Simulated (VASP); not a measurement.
Wanted: the native input for a VASP 6.6.1 run.

| Property | Result |
| --- | --- |
| Task | single point |
| Functional | PBE |
| Potentials or basis | VASP PAW PBE potentials, release 64 (Ti_sv, Si) |
| Cutoff | 520 eV |
| k mesh | 12 × 12 × 12 |
| Occupations | gaussian, width 0.15 eV |
| Spin | no spin polarisation |
| Dipole correction | no |
| Further INCAR settings | ALGO = Normal; EDIFF = 1e-06; NBANDS = 29 |

The structure of TiSi2 lies in POSCAR:

```
TiSi2
1.0
    1.7895363357     -6.6608569955      0.0000000000
    1.7895363357      6.6608569955      0.0000000000
    0.0000000000      0.0000000000      3.6110635633
Ti Si
2 4
Direct
    0.8968075258      0.1031924742      0.7500000000
    0.1031924742      0.8968075258      0.2500000000
    0.5591373591      0.4408626409      0.7500000000
    0.4408626409      0.5591373591      0.2500000000
    0.2498287182      0.7501712818      0.7500000000
    0.7501712818      0.2498287182      0.2500000000
```

One way to write it, as run:

INCAR

```
PREC     = Accurate       # precision mode
ENCUT    = 520            # plane-wave cutoff, eV
EDIFF    = 1E-6           # SCF threshold, eV
ISMEAR   = 0              # smearing method
SIGMA    = 0.15           # smearing width, eV
LREAL    = F              # projectors in reciprocal space
LASPH    = T              # aspherical terms in the spheres
NELM     = 100            # most SCF steps
ALGO     = Normal         # electronic algorithm
ISIF     = 2              # what is computed and relaxed
LWAVE    = F              # write WAVECAR
LCHARG   = T              # write CHGCAR
GGA      = PE             # functional
LELF     = T              # ELF
LVHAR    = T            
NBANDS   = 29             # bands
```

KPOINTS

```
Automatic mesh
0
Gamma
  12 12 12
```

Potentials or basis: VASP PAW PBE potentials, release 64 (Ti_sv, Si).

The run is started by

```bash
$ cat potpaw_PBE.64/Ti_sv/POTCAR potpaw_PBE.64/Si/POTCAR > POTCAR
$ mpirun -np 1 vasp_std > vasp.out
```

Results of the run:

- Pressure: -0.4 GPa
- Largest force: 0.216 eV/Å
- Band gap on the k mesh: zero (band 20 reaches 10.84 eV, above the bottom of band 21 at 9.85 eV)

Wall time 19 min on 1 thread of Intel(R) Xeon(R) Platinum 8259CL CPU @ 2.50GHz (Skylake/Cascade Lake), on a shared host, peak memory 0.72 GiB.
